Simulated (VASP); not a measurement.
# H3WCl4 (R3) in VASP: notebook

The runs below take H3WCl4 through single point, with PBE.

Program: VASP 6.6.1. These are calculated values, not measurements. Logs are shortened: lines on timing, memory, paths and dates and some standing lists are left out, and cuts for length are marked.

**1. The cell of the first run**

Symmetry: R3, No. 146, trigonal system. Conventional cell: a = 9.787 Å, b = 9.787 Å, c = 7.271 Å, α = 90.00°, β = 90.00°, γ = 120.00°. Within 2.3 Å of H (site symmetry 1) lie 1 W at 1.73 Å. Within 2.3 Å of W (site symmetry 3) lie 3 H at 1.73 Å and 1 Cl at 2.20 Å. Cl (site symmetry 3) has 1 W at 2.20 Å and 3 H at 2.65 Å within 2.9 Å. Cl (site symmetry 1) has 1 W at 2.41 Å and 3 H at 2.44 to 2.48 Å and 2 Cl at 3.23 Å within 3.3 Å.

The cell was generated, and may not be a known phase.

**2. Single point, PBE**

The input, INCAR:

```
SYSTEM = H3WCl4
  ALGO = Normal
  EDIFF = 1E-6
  ENCUT = 520
  GGA = PE
  ISIF = 2
  ISMEAR = 0
  LASPH = .TRUE.
  LCHARG = .FALSE.
  LREAL = .FALSE.
  LWAVE = .FALSE.
  NBANDS = 32
  NELM = 80
  PREC = Accurate
  SIGMA = 0.1
```

The input, KPOINTS:

```
k-points
0
G
  6 6 6
  0 0 0
```

The input, POSCAR:

```
H3WCl4
1.0
    4.8933913295      2.8252008013      2.4237672150
   -4.8933913295      2.8252008013      2.4237672150
    0.0000000000     -5.6504016027      2.4237672150
H W Cl
3 1 4
Direct
    0.0030645452      0.7500450696      0.6646598825
    0.7500450696      0.6646598825      0.0030645452
    0.6646598825      0.0030645452      0.7500450696
    0.7811537774      0.7811537774      0.7811537774
    0.0833139497      0.0833139497      0.0833139497
    0.7243443295      0.3583361376      0.6350823385
    0.3583361376      0.6350823385      0.7243443295
    0.6350823385      0.7243443295      0.3583361376
```

Potentials or basis: VASP PAW PBE potentials, release 64 (H, W_sv, Cl).

Command:

```bash
$ cat potpaw_PBE.64/H/POTCAR potpaw_PBE.64/W_sv/POTCAR potpaw_PBE.64/Cl/POTCAR > POTCAR
$ mpirun -np 1 vasp_std > vasp.out
```

OUTCAR:

```text
SYSTEM = H3WCl4
   EDIFF = 1E-6
   ENCUT = 520
   GGA = PE
   ISIF = 2
   ISMEAR = 0
   LASPH = .TRUE.
   LREAL = .FALSE.
   NELM = 80
   PREC = Accurate

 ion  position               nearest neighbor table
   1  0.003  0.750  0.665-   4 1.73
   2  0.750  0.665  0.003-   4 1.73
   3  0.665  0.003  0.750-   4 1.73
   4  0.781  0.781  0.781-   1 1.73   3 1.73   2 1.73   5 2.20   7 2.41   6 2.41   8 2.41
   5  0.083  0.083  0.083-   4 2.20
   6  0.724  0.358  0.635-   4 2.41
   7  0.358  0.635  0.724-   4 2.41
   8  0.635  0.724  0.358-   4 2.41

  LATTYP: Found a trigonal (rhomboedric) cell.
 ALAT       =     6.1483075544
 COS(alpha) =    -0.2668894631

  Lattice vectors:

 A1 = (   4.8933913295,   2.8252008013,   2.4237672150)
 A2 = (  -4.8933913295,   2.8252008013,   2.4237672150)
 A3 = (   0.0000000000,  -5.6504016027,   2.4237672150)

Analysis of symmetry for initial positions (statically):
=====================================================================
 Subroutine PRICEL returns:
 Original cell was already a primitive cell.

 Routine SETGRP: Setting up the symmetry group for a
 trigonal (rhombohedral) supercell.

 Subroutine GETGRP returns: Found  3 space group operations
 (whereof  3 operations were pure point group operations)
 out of a pool of 12 trial point group operations.

The static configuration has the point symmetry C_3 .

Analysis of symmetry for dynamics (positions and initial velocities):
=====================================================================
 Subroutine PRICEL returns:
 Original cell was already a primitive cell.

 Routine SETGRP: Setting up the symmetry group for a
 trigonal (rhombohedral) supercell.

 Subroutine GETGRP returns: Found  3 space group operations
 (whereof  3 operations were pure point group operations)
 out of a pool of 12 trial point group operations.

The dynamic configuration has the point symmetry C_3 .

 Subroutine INISYM returns: Found  3 space group operations
 (whereof  3 operations are pure point group operations),
 and found     1 'primitive' translations

----------------------------------------------------------------------------------------

                                     Primitive cell

  volume of cell :     201.0488

  direct lattice vectors                    reciprocal lattice vectors
     4.893391329  2.825200801  2.423767215     0.102178625  0.058992857  0.137526959
    -4.893391329  2.825200801  2.423767215    -0.102178625  0.058992857  0.137526959
     0.000000000 -5.650401603  2.423767215     0.000000000 -0.117985714  0.137526959

  length of vectors
     6.148307554  6.148307554  6.148307554     0.181202354  0.181202354  0.181202354

  position of ions in fractional coordinates (direct lattice)
     0.003064545  0.750045070  0.664659882
     0.750045070  0.664659882  0.003064545
     0.664659882  0.003064545  0.750045070
     0.781153777  0.781153777  0.781153777
     0.083313950  0.083313950  0.083313950
     0.724344329  0.358336138  0.635082338
     0.358336138  0.635082338  0.724344329
     0.635082338  0.724344329  0.358336138

  ion indices of the primitive-cell ions
   primitive index   ion index
                 1           1
                 2           2
                 3           3
                 4           4
                 5           5
                 6           6
                 7           7
                 8           8

----------------------------------------------------------------------------------------

 KPOINTS: k-points

Automatic generation of k-mesh.
 Grid dimensions read from file:
 generate k-points for:    6    6    6

 Generating k-lattice:

  Cartesian coordinates                     Fractional coordinates (reciprocal lattice)
     0.017029771  0.009832143  0.022921160     0.166666667 -0.000000000 -0.000000000
    -0.017029771  0.009832143  0.022921160    -0.000000000  0.166666667 -0.000000000
     0.000000000 -0.019664286  0.022921160     0.000000000  0.000000000  0.166666667

  Length of vectors
     0.030200392  0.030200392  0.030200392

  Shift w.r.t. Gamma in fractional coordinates (k-lattice)
     0.000000000  0.000000000  0.000000000

 Subroutine IBZKPT returns following result:
 ===========================================

 Found     40 irreducible k-points:

 Following reciprocal coordinates:
            Coordinates               Weight
  0.000000  0.000000  0.000000      1.000000
  0.166667 -0.000000  0.000000      6.000000
  0.333333 -0.000000  0.000000      6.000000
  0.500000 -0.000000  0.000000      3.000000
  0.166667  0.166667  0.000000      6.000000
  0.333333  0.166667  0.000000      6.000000
[... 16 lines left out ...]
  0.333333  0.333333  0.166667      6.000000
  0.500000  0.333333  0.166667      6.000000
 [... further k-points ...]
   k-points           NKPTS =     40   k-points in BZ     NKDIM =     40   number of bands    NBANDS=     32
   number of dos      NEDOS =    301   number of ions     NIONS =      8
   total plane-waves  NPLWV = 110592
   dimension x,y,z NGX =    48 NGY =   48 NGZ =   48
   dimension x,y,z NGXF=    96 NGYF=   96 NGZF=   96
   ions per type =               3   1   4
   NGX,Y,Z   is equivalent  to a cutoff of  12.98, 12.98, 12.98 a.u.
   NGXF,Y,Z  is equivalent  to a cutoff of  25.96, 25.96, 25.96 a.u.
 SYSTEM =  H3WCl4
   PREC   = accura    normal or accurate (medium, high low for compatibility)
   ISTART =      0    job   : 0-new  1-cont  2-samecut
   ICHARG =      2    charge: 1-file 2-atom 10-const
   ISPIN  =      1    spin polarized calculation?
   LNONCOLLINEAR =      F non collinear calculations
   LSORBIT =      F    spin-orbit coupling
   LASPH  =      T    aspherical Exc in radial PAW
   ENCUT  =  520.0 eV  38.22 Ry    6.18 a.u.  11.43 11.43 11.43*2*pi/ulx,y,z
   NELM   =     80;   NELMIN=  2; NELMDL= -5     # of ELM steps
   EDIFF  = 0.1E-05   stopping-criterion for ELM
   LREAL  =      F    real-space projection
   EDIFFG = 0.1E-04   stopping-criterion for IOM
   NSW    =      0    number of steps for IOM
   IBRION =     -1    ionic relax: 0-MD 1-quasi-New 2-CG
   NFREE  =      0    steps in history (QN), initial steepest desc. (CG)
   ISIF   =      2    stress and relaxation
   ISYM   =      2    0-nonsym 1-usesym 2-fastsym
   POTIM  = 0.5000    time-step for ionic-motion
   TEBEG  =    0.0;   TEEND  =   0.0 temperature during run
   PSTRESS=    0.0 pullay stress
   NELECT =      45.0000    total number of electrons
   NUPDOWN=      -1.0000    fix difference up-down
   EMIN   =  10.00;   EMAX   =-10.00  energy-range for DOS
   EFERMI =   0.00;   METHOD = LEGACY
   ISMEAR =     0;   SIGMA  =   0.10  broadening in eV -4-tet -1-fermi 0-gaus
   EFERMI_NEDOS =   21; number of points for ismear=-14 and -15
   IALGO  =     38    algorithm
   IMIX   =      4    mixing-type and parameters
     AMIX     =   0.40;   BMIX     =  1.00
     AMIX_MAG =   1.60;   BMIX_MAG =  1.00
  volume/ion in A,a.u.               =      25.13       169.59
  Fermi-wavevector in a.u.,A,eV,Ry     =   0.993982  1.878354 13.442559  0.988000
  Thomas-Fermi vector in A             =   2.125902
   LORBIT       =      0    0 simple, 1 ext, 2 COOP (PROOUT), +10 PAW based schemes
   GGA     = PE    functional components
   LHFCALC =     F    Hartree Fock is set to
   AEXX    =    0.0000 exact exchange contribution
   IVDW    =     0    specifies the selected vdW correction
   LEPSILON=     F    determine dielectric tensor
   LRPA    =     F    only Hartree local field effects (RPA)
 non-spin polarized calculation
 Gauss-broadening in eV      SIGMA  =   0.10
  energy-cutoff  :      520.00
  volume of cell :      201.05
 maximum number of plane-waves:      5438
 NGX is ok and might be reduce to    48
   NGX = 23   NGY = 23   NGZ = 23

 number of electron      45.0000001 magnetization

 Free energy of the ion-electron system (eV)
  ---------------------------------------------------
  ext. energy  EPLUGINS =         0.00000000
  ---------------------------------------------------
  free energy    TOTEN  =       -31.39841485 eV

  energy without entropy =      -31.35713980  energy(sigma->0) =      -31.37777733

 E-fermi :  -1.4264     XC(G=0):  -6.9217

 val. band max:       -1.4278384725   @ k =   0.5000  -0.0000   0.0000
 cond. band min:      -1.4243777138   @ k =  -0.3333   0.5000   0.1667
 fundamental gap:      0.0034607587
 Fermi energy:        -1.4264041426

 k-point     1 :       0.0000    0.0000    0.0000
  band No.  band energies     occupation
      1     -75.5317      2.00000
      2     -39.9601      2.00000
      3     -39.5905      2.00000
      4     -39.5905      2.00000
      5     -16.5129      2.00000
      6     -15.5603      2.00000
[... 24 lines left out ...]
     31       7.1642      0.00000
     32       7.1642      0.00000

 k-point     2 :       0.1667   -0.0000    0.0000
  band No.  band energies     occupation
      1     -75.5318      2.00000
      2     -39.9601      2.00000
      3     -39.5905      2.00000
      4     -39.5905      2.00000
      5     -16.5057      2.00000
      6     -15.5543      2.00000
[... 24 lines left out ...]
     31       7.1846      0.00000
     32       7.3900      0.00000

 k-point     3 :       0.3333   -0.0000    0.0000
  band No.  band energies     occupation
      1     -75.5318      2.00000
      2     -39.9601      2.00000
      3     -39.5905      2.00000
      4     -39.5905      2.00000
      5     -16.4912      2.00000
      6     -15.5397      2.00000
[... 24 lines left out ...]
     31       7.0980      0.00000
     32       7.5539      0.00000

 k-point     4 :       0.5000   -0.0000    0.0000
  band No.  band energies     occupation
      1     -75.5318      2.00000
      2     -39.9601      2.00000
      3     -39.5905      2.00000
      4     -39.5905      2.00000
      5     -16.4840      2.00000
      6     -15.5308      2.00000
[... 24 lines left out ...]
     31       6.9258      0.00000
     32       7.7401      0.00000

 k-point     5 :       0.1667    0.1667    0.0000
  band No.  band energies     occupation
      1     -75.5318      2.00000
      2     -39.9601      2.00000
      3     -39.5905      2.00000
      4     -39.5905      2.00000
      5     -16.4939      2.00000
      6     -15.5519      2.00000
[... 584 lines left out ...]
     31       7.0400      0.00000
     32       7.7806      0.00000

 k-point    22 :      -0.1667    0.1667    0.1667
  band No.  band energies     occupation
      1     -75.5318      2.00000
      2     -39.9601      2.00000
      3     -39.5905      2.00000
      4     -39.5905      2.00000
      5     -16.5008      2.00000
      6     -15.5318      2.00000
[... 24 lines left out ...]
     31       7.0389      0.00000
     32       7.6193      0.00000

 k-point    23 :       0.3333    0.3333    0.1667
  band No.  band energies     occupation
      1     -75.5318      2.00000
      2     -39.9601      2.00000
      3     -39.5905      2.00000
      4     -39.5905      2.00000
      5     -16.4883      2.00000
      6     -15.4683      2.00000
[... 24 lines left out ...]
     31       6.8991      0.00000
     32       7.5798      0.00000

 k-point    24 :       0.5000    0.3333    0.1667
  band No.  band energies     occupation
      1     -75.5318      2.00000
      2     -39.9601      2.00000
      3     -39.5905      2.00000
      4     -39.5905      2.00000
      5     -16.4916      2.00000
      6     -15.4508      2.00000
[... 24 lines left out ...]
     31       6.8979      0.00000
     32       7.8058      0.00000

 [... further k-points ...]

------------------------ aborting loop because EDIFF is reached ----------------------------------------

  FORCE on cell =-STRESS in cart. coord.  units (eV):
  Direction    XX          YY          ZZ          XY          YZ          ZX
  --------------------------------------------------------------------------------------
  -------------------------------------------------------------------------------------
  Total       -0.0291156     -0.0291156     -0.0757873      0.0000008      0.0000000      0.0000000
  in kB       -0.2320254     -0.2320254     -0.6039566      0.0000067      0.0000000      0.0000000
  external PRESSURE =      -0.3560025 kB  Pullay stress =       0.0000000 kB

 VOLUME and BASIS-vectors are now :
 -----------------------------------------------------------------------------
  energy-cutoff  :      520.00
  volume of cell :      201.05
      direct lattice vectors                 reciprocal lattice vectors
     4.893391329  2.825200801  2.423767215     0.102178625  0.058992857  0.137526959
    -4.893391329  2.825200801  2.423767215    -0.102178625  0.058992857  0.137526959
     0.000000000 -5.650401603  2.423767215     0.000000000 -0.117985714  0.137526959

 POSITION                                       TOTAL-FORCE (eV/Angst)
 -----------------------------------------------------------------------------------
     -3.65527     -1.62791      3.43634         0.006178      0.005230      0.003739
      0.41782      3.97951      3.43634         0.001440     -0.007965      0.003739
      3.23744     -2.35160      3.43634        -0.007618      0.002735      0.003739
      0.00000     -0.00000      5.68000         0.000000     -0.000000      0.000618
      0.00000     -0.00000      0.60580         0.000000      0.000000     -0.008437
      1.79102     -0.52968      4.16346        -0.004181      0.002117     -0.001133
     -1.35423     -1.28623      4.16346         0.003923      0.002562     -0.001133
     -0.43679      1.81591      4.16346         0.000257     -0.004679     -0.001133
 -----------------------------------------------------------------------------------
    total drift:                                0.000000     -0.000000     -0.000378

  FREE ENERGIE OF THE ION-ELECTRON SYSTEM (eV)
  ---------------------------------------------------
  free  energy   TOTEN  =       -31.3984148511 eV

  energy  without entropy=      -31.3571398030  energy(sigma->0) =      -31.37777733
```

Wall time 97 s (1 thread of Intel Xeon 6975P-C (Granite Rapids), shared host); peak memory 0.46 GiB.

What came out:

```
Free energy            : -31.3984 eV
Pressure               : 0.0 GPa
Largest force          : 0.009 eV/Å
Band gap on the k mesh : zero (an odd number of electrons rules out a gap without spin polarisation)
```

Forces on the atoms (eV/Å):
```
H    0.006  0.005  0.004
H    0.001 -0.008  0.004
H   -0.008  0.003  0.004
W    0.000  0.000  0.001
Cl   0.000  0.000 -0.008
Cl  -0.004  0.002 -0.001
Cl   0.004  0.003 -0.001
Cl   0.000 -0.005 -0.001
```

Caveat: spin-orbit coupling is left out, which moves the levels of the heavy elements; an odd number of electrons without spin polarisation forces a metal; a magnetic or distorted state may lie lower.

**3. Single point, PBE**

The input, INCAR:

```
PREC = Accurate ; ENCUT = 520
EDIFF = 1E-6 ; ISMEAR = 0
SIGMA = 0.2 ; LREAL = False
LASPH = True ; NELM = 60
ALGO = Normal ; ISIF = 2
LWAVE = False ; LCHARG = False
GGA = PE ; NBANDS = 32
```

The input, KPOINTS:

```
Automatic mesh
0
Gamma
  6 6 6
```

POSCAR is that of step 2.

Potentials or basis: VASP PAW PBE potentials, release 64 (H, W_sv, Cl).

Command:

```bash
$ cat potpaw_PBE.64/H/POTCAR potpaw_PBE.64/W_sv/POTCAR potpaw_PBE.64/Cl/POTCAR > POTCAR
$ mpirun -np 1 vasp_std > vasp.out
```

OUTCAR:

```text
PREC = Accurate
   ENCUT = 520
   EDIFF = 1E-6
   ISMEAR = 0
   LREAL = False
   LASPH = True
   NELM = 60
   ISIF = 2
   GGA = PE

 ion  position               nearest neighbor table
   1  0.003  0.750  0.665-   4 1.73
   2  0.750  0.665  0.003-   4 1.73
   3  0.665  0.003  0.750-   4 1.73
   4  0.781  0.781  0.781-   1 1.73   3 1.73   2 1.73   5 2.20   7 2.41   6 2.41   8 2.41
   5  0.083  0.083  0.083-   4 2.20
   6  0.724  0.358  0.635-   4 2.41
   7  0.358  0.635  0.724-   4 2.41
   8  0.635  0.724  0.358-   4 2.41

  LATTYP: Found a trigonal (rhomboedric) cell.
 ALAT       =     6.1483075544
 COS(alpha) =    -0.2668894631

  Lattice vectors:

 A1 = (   4.8933913295,   2.8252008013,   2.4237672150)
 A2 = (  -4.8933913295,   2.8252008013,   2.4237672150)
 A3 = (   0.0000000000,  -5.6504016027,   2.4237672150)

Analysis of symmetry for initial positions (statically):
=====================================================================
 Subroutine PRICEL returns:
[... 188 lines left out ...]
 fundamental gap:      0.0071690626
 Fermi energy:        -1.4181981797

 k-point     1 :       0.0000    0.0000    0.0000
  band No.  band energies     occupation
      1     -75.5247      2.00000
      2     -39.9575      2.00000
      3     -39.5819      2.00000
      4     -39.5819      2.00000
      5     -16.5130      2.00000
      6     -15.5603      2.00000
[... 829 lines left out ...]
     31       6.8981      0.00000
     32       7.8065      0.00000

 [... further k-points ...]

------------------------ aborting loop because EDIFF is reached ----------------------------------------

  FORCE on cell =-STRESS in cart. coord.  units (eV):
  Direction    XX          YY          ZZ          XY          YZ          ZX
  --------------------------------------------------------------------------------------
  -------------------------------------------------------------------------------------
  Total        0.0153120      0.0153120     -0.0412166      0.0000009      0.0000000      0.0000000
  in kB        0.1220225      0.1220225     -0.3284588      0.0000071      0.0000000      0.0000000
  external PRESSURE =      -0.0281379 kB  Pullay stress =       0.0000000 kB

 VOLUME and BASIS-vectors are now :
 -----------------------------------------------------------------------------
  energy-cutoff  :      520.00
  volume of cell :      201.05
      direct lattice vectors                 reciprocal lattice vectors
     4.893391329  2.825200801  2.423767215     0.102178625  0.058992857  0.137526959
    -4.893391329  2.825200801  2.423767215    -0.102178625  0.058992857  0.137526959
     0.000000000 -5.650401603  2.423767215     0.000000000 -0.117985714  0.137526959

 POSITION                                       TOTAL-FORCE (eV/Angst)
 -----------------------------------------------------------------------------------
     -3.65527     -1.62791      3.43634        -0.003069     -0.005141     -0.000158
      0.41782      3.97951      3.43634        -0.002918      0.005228     -0.000158
      3.23744     -2.35160      3.43634         0.005987     -0.000087     -0.000158
      0.00000     -0.00000      5.68000         0.000000     -0.000000      0.015269
      0.00000     -0.00000      0.60580         0.000000      0.000000     -0.005830
      1.79102     -0.52968      4.16346         0.000007      0.006059     -0.002989
     -1.35423     -1.28623      4.16346         0.005244     -0.003036     -0.002989
     -0.43679      1.81591      4.16346        -0.005251     -0.003024     -0.002989
 -----------------------------------------------------------------------------------
    total drift:                                0.000000     -0.000000     -0.000378

  FREE ENERGIE OF THE ION-ELECTRON SYSTEM (eV)
  ---------------------------------------------------
  free  energy   TOTEN  =       -31.4479403548 eV

  energy  without entropy=      -31.3327463700  energy(sigma->0) =      -31.39034336
```

stdout:

```text
POSCAR found type information on POSCAR H W Cl
 POSCAR found :  3 types and       8 ions
 scaLAPACK will be used
 LDA part: xc-table for (Slater+PW92), standard interpolation
 POSCAR, INCAR and KPOINTS ok, starting setup
 FFT: planning ... GRIDC
 FFT: planning ... GRID_SOFT
 FFT: planning ... GRID
 WAVECAR not read
 entering main loop
```

Run time: 1.9 min. Hardware: 1 thread of Intel Xeon 6975P-C (Granite Rapids), shared host; peak memory 0.46 GiB.

What came out:

```
Free energy            : -31.4479 eV
Pressure               : 0.0 GPa
Largest force          : 0.015 eV/Å
Band gap on the k mesh : zero (an odd number of electrons rules out a gap without spin polarisation)
```

Forces in eV/Å, atoms in the order of the input:
```
H   -0.003 -0.005  0.000
H   -0.003  0.005  0.000
H    0.006  0.000  0.000
W    0.000  0.000  0.015
Cl   0.000  0.000 -0.006
Cl   0.000  0.006 -0.003
Cl   0.005 -0.003 -0.003
Cl  -0.005 -0.003 -0.003
```

Caveat: spin-orbit coupling is left out, which moves the levels of the heavy elements; an odd number of electrons without spin polarisation forces a metal; a magnetic or distorted state may lie lower.
